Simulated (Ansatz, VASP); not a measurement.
## Ga3O2 in VASP and in Ansatz

```
CELL_PARAMETERS angstrom
4.00870 0.00000 0.00000
0.00000 4.00870 0.00000
0.00000 0.00000 6.55510
ATOMIC_POSITIONS crystal
Ga 0.50000 0.50000 0.50000
Ga 0.00000 0.00000 0.25728
Ga 0.00000 0.00000 0.74272
O 0.00000 0.50000 0.50000
O 0.50000 0.00000 0.50000
```

Alike in both runs: task relaxation of cell and atoms; functional PBE; k mesh 10 × 10 × 6; occupations gaussian, width 0.1 eV; no spin polarisation.

|  | VASP | Ansatz |
| --- | --- | --- |
| version | VASP 6.6.1 | Ansatz 0.2.0 |
| potentials or method | VASP PAW PBE potentials, release 64 (Ga_d, O), cutoff 600 eV | scalar-relativistic, plane waves, PAW |
| valence electrons in the cell | 51 | 51 |

|  | VASP | Ansatz | Ansatz less VASP |
| --- | --- | --- | --- |
| gap on the k mesh at the Fermi level, each at its own relaxed structure (eV) | none | none | - |
| relaxed volume (Å³/atom) | 20.80 | 20.81 | +0.010 |
| relaxed cell length with the largest relative difference (Å) | 6.533 | 6.551 | +0.0178 |

A gap of «none» marks a metal or a gap that the smearing closes.
